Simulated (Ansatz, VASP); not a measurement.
**One calculation of Ta3Cu, two programs**

INCAR

```
AGGAC = 1.0
AGGAX = 1.0
ALDAC = 0.0
ALDAX = 1.0
ALGO = Normal
EDIFF = 1E-7
ENCUT = 520
GGA = B5
ISIF = 2
ISMEAR = -1
LASPH = True
LCHARG = False
LREAL = False
LWAVE = False
NBANDS = 30
NELM = 100
PREC = Accurate
SIGMA = 0.05
```

Contents of KPOINTS:

```
k-points
0
Gamma
  5 5 5
```

File POSCAR:

```
Ta3Cu
1.0
   -2.0065070000      2.0065070000      4.2081700000
    2.0065070000     -2.0065070000      4.2081700000
    2.0065070000      2.0065070000     -4.2081700000
Ta Cu
3 1
Direct
    0.5000000000      0.5000000000      0.0000000000
    0.2500000000      0.7500000000      0.5000000000
    0.7500000000      0.2500000000      0.5000000000
    0.0000000000      0.0000000000      0.0000000000
```

The input input.yaml:

```yaml
crystal:
  lattice:
    - [-2.006507, 2.006507, 4.20817]
    - [2.006507, -2.006507, 4.20817]
    - [2.006507, 2.006507, -4.20817]
  atoms:
    - { symbol: Ta, position: [0.5, 0.5, 0.0] }
    - { symbol: Ta, position: [0.25, 0.75, 0.5] }
    - { symbol: Ta, position: [0.75, 0.25, 0.5] }
    - { symbol: Cu, position: [0.0, 0.0, 0.0] }
hamiltonian:
  xc: blyp
  pseudopotentials: { kind: paw }
kpoints:
  mp_grid: { grid: [5, 5, 5] }
scf:
  occupations: { method: fermi_dirac, width: 0.05 }
  n_extra_bands: 10
output:
  forces: true
  stress: true
  eigenvalues: true
  dos: { projected: true, de: 0.05, nscf_kmesh: { grid: [8, 8, 8] } }
```

Alike in both runs: functional BLYP; k mesh 5 × 5 × 5; occupations fermi-dirac, width 0.05 eV; no spin polarisation.

|  | VASP | Ansatz |
| --- | --- | --- |
| version | VASP 6.6.1 | Ansatz 0.2.0 |
| potentials or method | VASP PAW PBE potentials, release 64 (Ta_pv, Cu) | Ansatz PAW |
| plane-wave cutoff (eV) | 520 | 420 |
| valence electrons in the cell | 44 | 58 |
| task | single point | projected density of states |

Ansatz gave:

```
gap on the k mesh at the Fermi level (eV)                     : none
pressure (GPa)                                                : 6.6
traceless stress, the component that is largest in VASP (GPa) : -1.01
```

Question: What did VASP give for the same quantities?

Answer: gap on the k mesh at the Fermi level (eV): none; pressure (GPa): 7.6; traceless stress, the component that is largest in VASP (GPa): -1.16.

VASP's potentials were made for PBE, not for BLYP. A gap of «none» marks a metal or a gap that the smearing closes. VASP's potentials hold 44 valence electrons a cell and Ansatz's 58, so a difference there can come from the potentials and not from the codes.

The k mesh is coarse, so the values compare programs but aren't converged. Neither program's run includes spin-orbit coupling.
